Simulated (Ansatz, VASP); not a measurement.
**Si: VASP beside Ansatz**

INCAR

```
ALGO = Normal ; EDIFF = 1E-6
ENCUT = 520 ; GGA = CA
ISIF = 2 ; ISMEAR = 0
LASPH = True ; LCHARG = False
LREAL = False ; LWAVE = False
NBANDS = 16 ; NELM = 60
PREC = Accurate ; SIGMA = 0.03
```

KPOINTS

```
k-points
0
Gamma
  10 10 10
```

Contents of POSCAR:

```
Si
1.0
   -3.3012718576      3.3012718576      1.9369904214
    3.3012718576     -3.3012718576      1.9369904214
    3.3012718576      3.3012718576     -1.9369904214
Si
4
Direct
    0.1788433299      0.1788433299      0.3576866598
    0.8211566701      0.8211566701      0.6423133402
    0.1788433299      0.8211566701      0.0000000000
    0.8211566701      0.1788433299      0.0000000000
```

Input for Ansatz:

```yaml
crystal:
  lattice:
    - [-3.3012718576, 3.3012718576, 1.9369904214]
    - [3.3012718576, -3.3012718576, 1.9369904214]
    - [3.3012718576, 3.3012718576, -1.9369904214]
  atoms:
    - { symbol: Si, position: [0.1788433299, 0.1788433299, 0.3576866598] }
    - { symbol: Si, position: [0.8211566701, 0.8211566701, 0.6423133402] }
    - { symbol: Si, position: [0.1788433299, 0.8211566701, 0.0] }
    - { symbol: Si, position: [0.8211566701, 0.1788433299, 0.0] }
basis:
  ecutwfc: 420
kpoints:
  mp_grid: { grid: [10, 10, 10] }
hamiltonian:
  xc: lda
scf:
  occupations: { method: gaussian, width: 0.03 }
output:
  forces: true
  stress: true
  eigenvalues: true
```

Change from the starting cell: strain +0.000 along x and y, +0.015 along z, atoms carried along.

Alike in both runs: task single point; functional LDA; k mesh 10 × 10 × 10; occupations gaussian, width 0.03 eV; no spin polarisation.

|  | VASP | Ansatz |
| --- | --- | --- |
| version | VASP 6.6.1 | Ansatz 0.2.0 |
| potentials or method | VASP PAW LDA potentials, release 64 (Si), cutoff 520 eV | scalar-relativistic, plane waves, PAW |
| valence electrons in the cell | 16 | 16 |

Ansatz gave:

| Item | Value |
| --- | --- |
| gap on the k mesh at the Fermi level (eV) | 0.10 |
| least direct gap on the mesh (eV) | 0.10 |
| pressure (GPa) | -1.3 |
| traceless stress, the component that is largest in VASP (GPa) | -1.85 |
| rms of the force components (eV/Å) | 0.078 |

What did VASP give for the same quantities?

gap on the k mesh at the Fermi level (eV): 0.10; least direct gap on the mesh (eV): 0.10; pressure (GPa): -1.3; traceless stress, the component that is largest in VASP (GPa): -1.87; rms of the force components (eV/Å): 0.080.

LDA's correlation is that of Perdew and Zunger in VASP and of Perdew and Wang (1992) in Ansatz. Atom by atom the forces differ by 0.002 eV/Å (rms over components).
